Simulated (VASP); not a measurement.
Wanted: the native input for a VASP 6.6.1 run.

| Quantity | Value |
| --- | --- |
| Task | single point |
| Functional | PBE |
| Potentials or basis | VASP PAW PBE potentials, release 64 (Ta_pv) |
| Cutoff | 520 eV |
| k mesh | 18 × 18 × 18 |
| Occupations | gaussian, width 0.15 eV |
| Spin | no spin polarisation |
| Dipole correction | no |
| Further INCAR settings | ALGO = Fast; EDIFF = 1e-06; NBANDS = 12 |

The structure of Ta lies in POSCAR:

```
Ta
1.0
   -1.7507551652      1.6594835689      1.7839448366
    1.7507551652     -1.6594835689      1.7839448366
    1.7507551652      1.6594835689     -1.7839448366
Ta
1
Direct
    0.0000000000      0.0000000000      0.0000000000
```

This cell differs from its parent crystal: normal strain along x +0.0550, normal strain along z +0.0750.

One way to write it, as run:

INCAR

```
SYSTEM = Ta
  ALGO = Fast
  EDIFF = 1E-6
  ENCUT = 520
  GGA = PE
  ISIF = 2
  ISMEAR = 0
  LASPH = .True.
  LCHARG = .True.
  LELF = .True.
  LREAL = .False.
  LVHAR = .True.
  LWAVE = .False.
  NBANDS = 12
  NELM = 60
  PREC = Accurate
  SIGMA = 0.15
```

KPOINTS

```
k-points
0
Gamma
  18 18 18
  0 0 0
```

Potentials or basis: VASP PAW PBE potentials, release 64 (Ta_pv).

Command:

```bash
$ cat potpaw_PBE.64/Ta_pv/POTCAR > POTCAR
$ mpirun -np 1 vasp_std > vasp.out
```

Results of the run:

```json
{
 "Pressure": "-19.0 GPa"
}
```

Caveat: the cell differs from its parent crystal (normal strain along x +0.0550, normal strain along z +0.0750).

Wall time 63 s on 1 thread of Intel(R) Xeon(R) 6975P-C (Granite Rapids) (shared host), peak memory 0.31 GiB.
